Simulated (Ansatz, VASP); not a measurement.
**Be2B3 in VASP and in Ansatz**

```
Be B
1.0
     3.31082    0.00000    0.00000
    -1.65541    2.86725    0.00000
     0.00000    0.00000    3.73900
Be B
2 3
Direct
  0.66667 0.33333 0.50000
  0.33333 0.66667 0.00000
  0.00000 0.00000 0.73449
  0.00000 0.00000 0.26551
  0.66667 0.33333 0.00000
```

Change from the starting cell: species swapped into the Fe3Ge2 type (P-6m2, No. 187).

Alike in both runs: functional PBE; k mesh 6 × 6 × 6; occupations gaussian, width 0.1 eV; no spin polarisation.

Ansatz relaxed the structure, and its values are those at the end. VASP's run is a single point on that final structure, the one shown.

|  | VASP | Ansatz |
| --- | --- | --- |
| version | VASP 6.6.1 | Ansatz 0.2.0 |
| potentials or method | VASP PAW PBE potentials, release 64 (Be, B), cutoff 520 eV | scalar-relativistic, plane waves, PAW |
| valence electrons in the cell | 13 | 13 |

Ansatz gave:

```
gap on the k mesh at the Fermi level (eV) : none
pressure (GPa)                            : 0.0
```

Problem. Which values does VASP return?

Solution. gap on the k mesh at the Fermi level (eV): none; pressure (GPa): 0.1.

A gap of «none» marks a metal or a gap that the smearing closes.

The k mesh is coarse, so the values compare programs but aren't converged.
